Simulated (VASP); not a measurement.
# PbO (P4/nmm) in VASP: notebook, part 2 of 2

VASP 6.6.1. The steps go on from the part before.

### Step 3. Single point, PBE (volume scaled by 1.06, then relaxed in part)

INCAR

```
SYSTEM = PbO
PREC = Accurate ; ENCUT = 520
EDIFF = 1E-6 ; ISMEAR = 0
SIGMA = 0.02 ; LREAL = .FALSE.
LASPH = .TRUE. ; NELM = 100
ALGO = Normal ; ISIF = 2
LWAVE = .FALSE. ; LCHARG = .TRUE.
GGA = PE ; LELF = .TRUE.
LVHAR = .TRUE. ; NBANDS = 28
```

KPOINTS

```
Automatic mesh
0
G
  8 8 6
  0 0 0
```

POSCAR

```
PbO
1.0
    4.0657075078      0.0000000000      0.0000000000
    0.0000000000      4.0657075078      0.0000000000
    0.0000000000      0.0000000000      5.9066543247
Pb O
2 2
Direct
    0.0000000000      0.5000000000      0.2012717273
    0.5000000000      0.0000000000      0.7987282727
    0.0000000000      0.0000000000      0.0000000000
    0.5000000000      0.5000000000      0.0000000000
```

Potentials or basis: VASP PAW PBE potentials, release 64 (Pb_d, O).

Launch:

```sh
$ cat potpaw_PBE.64/Pb_d/POTCAR potpaw_PBE.64/O/POTCAR > POTCAR
$ mpirun -np 1 vasp_std > vasp.out
```

OUTCAR:

```text
SYSTEM = PbO
   PREC = Accurate
   ENCUT = 520
   EDIFF = 1E-6
   ISMEAR = 0
   LREAL = .FALSE.
   LASPH = .TRUE.
   NELM = 100
   ISIF = 2
   GGA = PE

 ion  position               nearest neighbor table
   1  0.000  0.500  0.201-   3 2.35   4 2.35   3 2.35   4 2.35   2 3.73   2 3.73   2 3.73   2 3.73

   2  0.500  0.000  0.799-   3 2.35   4 2.35   4 2.35   3 2.35   1 3.73   1 3.73   1 3.73   1 3.73

   3  0.000  0.000  0.000-   2 2.35   2 2.35   1 2.35   1 2.35
   4  0.500  0.500  0.000-   2 2.35   2 2.35   1 2.35   1 2.35

  LATTYP: Found a simple tetragonal cell.
 ALAT       =     4.0657075078
 C/A-ratio  =     1.4527986367

  Lattice vectors:

 A1 = (   4.0657075078,   0.0000000000,   0.0000000000)
 A2 = (   0.0000000000,   4.0657075078,   0.0000000000)
 A3 = (   0.0000000000,   0.0000000000,   5.9066543247)

Analysis of symmetry for initial positions (statically):
=====================================================================
 Subroutine PRICEL returns:
 Original cell was already a primitive cell.

 Routine SETGRP: Setting up the symmetry group for a
 simple tetragonal supercell.

 Subroutine GETGRP returns: Found 16 space group operations
 (whereof  8 operations were pure point group operations)
 out of a pool of 16 trial point group operations.

The static configuration has the point symmetry D_2d.
 The point group associated with its full space group is D_4h.

Analysis of symmetry for dynamics (positions and initial velocities):
=====================================================================
 Subroutine PRICEL returns:
 Original cell was already a primitive cell.

 Routine SETGRP: Setting up the symmetry group for a
 simple tetragonal supercell.

 Subroutine GETGRP returns: Found 16 space group operations
 (whereof  8 operations were pure point group operations)
 out of a pool of 16 trial point group operations.

The dynamic configuration has the point symmetry D_2d.
 The point group associated with its full space group is D_4h.

 Subroutine INISYM returns: Found 16 space group operations
 (whereof  8 operations are pure point group operations),
 and found     1 'primitive' translations

----------------------------------------------------------------------------------------

                                     Primitive cell

  volume of cell :      97.6369

  direct lattice vectors                    reciprocal lattice vectors
     4.065707508  0.000000000  0.000000000     0.245959651  0.000000000  0.000000000
     0.000000000  4.065707508  0.000000000     0.000000000  0.245959651  0.000000000
     0.000000000  0.000000000  5.906654325     0.000000000  0.000000000  0.169300579

  length of vectors
     4.065707508  4.065707508  5.906654325     0.245959651  0.245959651  0.169300579

  position of ions in fractional coordinates (direct lattice)
     0.000000000  0.500000000  0.201271727
     0.500000000  0.000000000  0.798728273
     0.000000000  0.000000000  0.000000000
     0.500000000  0.500000000  0.000000000

  ion indices of the primitive-cell ions
   primitive index   ion index
                 1           1
                 2           2
                 3           3
                 4           4

----------------------------------------------------------------------------------------

 KPOINTS: Automatic mesh

Automatic generation of k-mesh.
 Grid dimensions read from file:
 generate k-points for:    8    8    6

 Generating k-lattice:

  Cartesian coordinates                     Fractional coordinates (reciprocal lattice)
     0.030744956  0.000000000  0.000000000     0.125000000  0.000000000  0.000000000
     0.000000000  0.030744956  0.000000000     0.000000000  0.125000000  0.000000000
     0.000000000  0.000000000  0.028216763     0.000000000  0.000000000  0.166666667

  Length of vectors
     0.030744956  0.030744956  0.028216763

  Shift w.r.t. Gamma in fractional coordinates (k-lattice)
     0.000000000  0.000000000  0.000000000

 Subroutine IBZKPT returns following result:
 ===========================================

 Found     60 irreducible k-points:

 Following reciprocal coordinates:
            Coordinates               Weight
  0.000000  0.000000  0.000000      1.000000
  0.125000  0.000000  0.000000      4.000000
  0.250000  0.000000  0.000000      4.000000
  0.375000  0.000000  0.000000      4.000000
  0.500000  0.000000  0.000000      2.000000
  0.125000  0.125000  0.000000      4.000000
[... 16 lines left out ...]
  0.375000  0.125000  0.166667     16.000000
  0.500000  0.125000  0.166667      8.000000
 [... further k-points ...]
   k-points           NKPTS =     60   k-points in BZ     NKDIM =     60   number of bands    NBANDS=     28
   number of dos      NEDOS =    301   number of ions     NIONS =      4
   total plane-waves  NPLWV =  43200
   dimension x,y,z NGX =    30 NGY =   30 NGZ =   48
   dimension x,y,z NGXF=    60 NGYF=   60 NGZF=   96
   ions per type =               2   2
   NGX,Y,Z   is equivalent  to a cutoff of  12.27, 12.27, 13.51 a.u.
   NGXF,Y,Z  is equivalent  to a cutoff of  24.53, 24.53, 27.02 a.u.
 SYSTEM =  PbO
   PREC   = accura    normal or accurate (medium, high low for compatibility)
   ISTART =      0    job   : 0-new  1-cont  2-samecut
   ICHARG =      2    charge: 1-file 2-atom 10-const
   ISPIN  =      1    spin polarized calculation?
   LNONCOLLINEAR =      F non collinear calculations
   LSORBIT =      F    spin-orbit coupling
   LASPH  =      T    aspherical Exc in radial PAW
   ENCUT  =  520.0 eV  38.22 Ry    6.18 a.u.   7.56  7.56 10.98*2*pi/ulx,y,z
   NELM   =    100;   NELMIN=  2; NELMDL= -5     # of ELM steps
   EDIFF  = 0.1E-05   stopping-criterion for ELM
   LREAL  =      F    real-space projection
   EDIFFG = 0.1E-04   stopping-criterion for IOM
   NSW    =      0    number of steps for IOM
   IBRION =     -1    ionic relax: 0-MD 1-quasi-New 2-CG
   NFREE  =      0    steps in history (QN), initial steepest desc. (CG)
   ISIF   =      2    stress and relaxation
   ISYM   =      2    0-nonsym 1-usesym 2-fastsym
   POTIM  = 0.5000    time-step for ionic-motion
   TEBEG  =    0.0;   TEEND  =   0.0 temperature during run
   PSTRESS=    0.0 pullay stress
   NELECT =      40.0000    total number of electrons
   NUPDOWN=      -1.0000    fix difference up-down
   EMIN   =  10.00;   EMAX   =-10.00  energy-range for DOS
   EFERMI =   0.00;   METHOD = LEGACY
   ISMEAR =     0;   SIGMA  =   0.02  broadening in eV -4-tet -1-fermi 0-gaus
   EFERMI_NEDOS =   21; number of points for ismear=-14 and -15
   IALGO  =     38    algorithm
   IMIX   =      4    mixing-type and parameters
     AMIX     =   0.40;   BMIX     =  1.00
     AMIX_MAG =   1.60;   BMIX_MAG =  1.00
  volume/ion in A,a.u.               =      24.41       164.72
  Fermi-wavevector in a.u.,A,eV,Ry     =   1.215879  2.297677 20.114320  1.478361
  Thomas-Fermi vector in A             =   2.351251
   LORBIT       =      0    0 simple, 1 ext, 2 COOP (PROOUT), +10 PAW based schemes
   GGA     = PE    functional components
   LHFCALC =     F    Hartree Fock is set to
   AEXX    =    0.0000 exact exchange contribution
   IVDW    =     0    specifies the selected vdW correction
   LEPSILON=     F    determine dielectric tensor
   LRPA    =     F    only Hartree local field effects (RPA)
 non-spin polarized calculation
 Gauss-broadening in eV      SIGMA  =   0.02
  energy-cutoff  :      520.00
  volume of cell :       97.64
 maximum number of plane-waves:      2650
   NGX = 15   NGY = 15   NGZ = 21

 number of electron      39.9999988 magnetization

 Free energy of the ion-electron system (eV)
  ---------------------------------------------------
  ext. energy  EPLUGINS =         0.00000000
  ---------------------------------------------------
  free energy    TOTEN  =       -21.51387590 eV

  energy without entropy =      -21.51387590  energy(sigma->0) =      -21.51387590

 E-fermi :   3.3456     XC(G=0):  -8.6427

 val. band max:        3.2422783535   @ k =   0.0000   0.0000   0.0000
 cond. band min:       5.0172684379   @ k =   0.0000   0.0000   0.1667
 fundamental gap:      1.7749900844
 Fermi energy:         3.3456078021

 k-point     1 :       0.0000    0.0000    0.0000
  band No.  band energies     occupation
      1     -14.5855      2.00000
      2     -14.2037      2.00000
      3     -12.5682      2.00000
      4     -12.5682      2.00000
      5     -12.5238      2.00000
      6     -12.5178      2.00000
[... 20 lines left out ...]
     27      11.2724      0.00000
[... 691 lines left out ...]
      6     -12.4889      2.00000
[... 20 lines left out ...]
     27      12.4787      0.00000
     28      12.4787      0.00000

 [... further k-points ...]
[... 5 lines left out ...]
  --------------------------------------------------------------------------------------
  -------------------------------------------------------------------------------------
  Total       -0.1911110     -0.1911110     -0.1391504      0.0000000     -0.0000000      0.0000000
  in kB       -3.1360461     -3.1360461     -2.2833962      0.0000000     -0.0000000      0.0000000
  external PRESSURE =      -2.8518295 kB  Pullay stress =       0.0000000 kB

 VOLUME and BASIS-vectors are now :
 -----------------------------------------------------------------------------
  energy-cutoff  :      520.00
  volume of cell :       97.64
      direct lattice vectors                 reciprocal lattice vectors
     4.065707508  0.000000000  0.000000000     0.245959651  0.000000000  0.000000000
     0.000000000  4.065707508  0.000000000     0.000000000  0.245959651  0.000000000
     0.000000000  0.000000000  5.906654325     0.000000000  0.000000000  0.169300579

 POSITION                                       TOTAL-FORCE (eV/Angst)
 -----------------------------------------------------------------------------------
      0.00000      2.03285      1.18884        -0.000000      0.000000      0.035556
      2.03285      0.00000      4.71781         0.000000      0.000000     -0.035556
      0.00000      0.00000      0.00000         0.000000      0.000000      0.000000
      2.03285      2.03285      0.00000         0.000000     -0.000000      0.000000
 -----------------------------------------------------------------------------------
    total drift:                                0.000000      0.000000     -0.000000

  FREE ENERGIE OF THE ION-ELECTRON SYSTEM (eV)
  ---------------------------------------------------
  free  energy   TOTEN  =       -21.5138759007 eV

  energy  without entropy=      -21.5138759007  energy(sigma->0) =      -21.51387590
```

OSZICAR:

```text
N       E                     dE             d eps       ncg     rms          rms(c)
DAV:   1     0.458934879200E+03    0.45893E+03   -0.19353E+04  3360   0.159E+03
DAV:   2     0.399171541812E+02   -0.41902E+03   -0.40194E+03  3412   0.432E+02
DAV:   3    -0.233329706215E+02   -0.63250E+02   -0.61589E+02  4368   0.180E+02
DAV:   4    -0.264804501912E+02   -0.31475E+01   -0.31343E+01  3832   0.424E+01
DAV:   5    -0.265837149051E+02   -0.10326E+00   -0.10325E+00  3900   0.850E+00    0.126E+01
DAV:   6    -0.217602294450E+02    0.48235E+01   -0.27487E+01  4892   0.389E+01    0.585E+00
DAV:   7    -0.215580942015E+02    0.20214E+00   -0.32781E+00  4096   0.125E+01    0.259E+00
DAV:   8    -0.215198350130E+02    0.38259E-01   -0.64574E-01  3752   0.514E+00    0.870E-01
DAV:   9    -0.215114715570E+02    0.83635E-02   -0.64910E-02  5332   0.193E+00    0.337E-01
DAV:  10    -0.215140564782E+02   -0.25849E-02   -0.16040E-02  3864   0.818E-01    0.103E-01
DAV:  11    -0.215139363858E+02    0.12009E-03   -0.32363E-03  4752   0.421E-01    0.812E-02
DAV:  12    -0.215138869488E+02    0.49437E-04   -0.60289E-04  4688   0.254E-01    0.239E-02
DAV:  13    -0.215138762357E+02    0.10713E-04   -0.75676E-05  4520   0.642E-02    0.780E-03
DAV:  14    -0.215138760371E+02    0.19856E-06   -0.12087E-05  3592   0.331E-02    0.280E-03
DAV:  15    -0.215138759007E+02    0.13643E-06   -0.23221E-06  3196   0.125E-02
   1 F= -.21513876E+02 E0= -.21513876E+02  d E =-.963080E-16
```

Run time: 2.8 min. Hardware: 1 thread of Intel Xeon Platinum 8259CL at 2.50GHz (Skylake/Cascade Lake), shared host; peak memory 0.28 GiB.

Results:

```yaml
Free_energy: -21.5139 eV
Pressure: -0.3 GPa
Largest_force: 0.036 eV/Å
Band_gap_on_the_k_mesh: 1.77 eV, indirect (least direct gap 1.79 eV)
```

Forces on the atoms (eV/Å):
```
Pb   0.000  0.000  0.036
Pb   0.000  0.000 -0.036
O    0.000  0.000  0.000
O    0.000  0.000  0.000
```

Levels at points of the mesh, in eV from the valence-band top:
```csv
k point,band 17,band 18,band 19,band 20,band 21,band 22,band 23,band 24
"(0.00, 0.00, 0.00)",-1.41,-1.40,-1.40,0.00,1.79,4.07,5.84,5.84
"(0.50, 0.00, 0.00)",-2.65,-2.65,-1.18,-1.18,3.11,3.11,5.42,5.42
"(0.50, 0.50, 0.00)",-1.55,-1.55,-0.79,-0.79,2.06,2.06,5.30,5.30
"(0.00, 0.00, 0.50)",-1.42,-1.41,-1.41,-0.67,1.79,4.17,4.77,4.77
"(0.50, 0.00, 0.50)",-2.64,-2.64,-0.86,-0.86,2.87,2.87,6.07,6.07
"(0.50, 0.50, 0.50)",-1.73,-1.73,-0.79,-0.79,3.72,3.72,3.91,3.91
```

Caveat: spin-orbit coupling is left out, which moves the levels of the heavy elements.
